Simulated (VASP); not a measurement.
Crystal: Mg.

```
Mg
1.0
     3.20930    0.00000    0.00000
    -1.60465    2.77934    0.00000
     0.00000    0.00000    5.21030
Mg
2
Direct
  0.33333 0.66667 0.25000
  0.66667 0.33333 0.75000
```

| Item | Value |
| --- | --- |
| Program | VASP 6.6.1 |
| Task | relaxation of volume and atoms at fixed shape |
| Functional | PBEsol |
| Potentials or basis | VASP PAW PBE potentials, release 64 (Mg) |
| Cutoff | 600 eV |
| k mesh | 8 × 8 × 5 |
| Occupations | gaussian, width 0.02 eV |
| Spin | no spin polarisation |

At the start: pressure -1.1 GPa; volume 23.24 Å³/atom.

Q: How do energy, volume and symmetry change on relaxing?

A: Over 3 steps the energy falls by 2.5 meV/atom and the volume is 22.54 Å³/atom (-3.0 %); space group P6_3/mmc (No. 194, to 0.05 Å).

The path:
```csv
step,energy change (eV),largest force (eV/Å),pressure (GPa),volume (Å³)
1,0.0000,0.0000,-1.10,46.47
2,-0.0046,0.0000,-0.28,45.41
3,-0.0049,0.0000,0.00,45.08
```

Final structure:
```
Mg
1.0
     3.17685    0.00000    0.00000
    -1.58842    2.75123    0.00000
     0.00000    0.00000    5.15761
Mg
2
Direct
  0.33333 0.66667 0.25000
  0.66667 0.33333 0.75000
```

Caveat: the PAW data sets were made with another functional, which shifts forces and pressure a little.
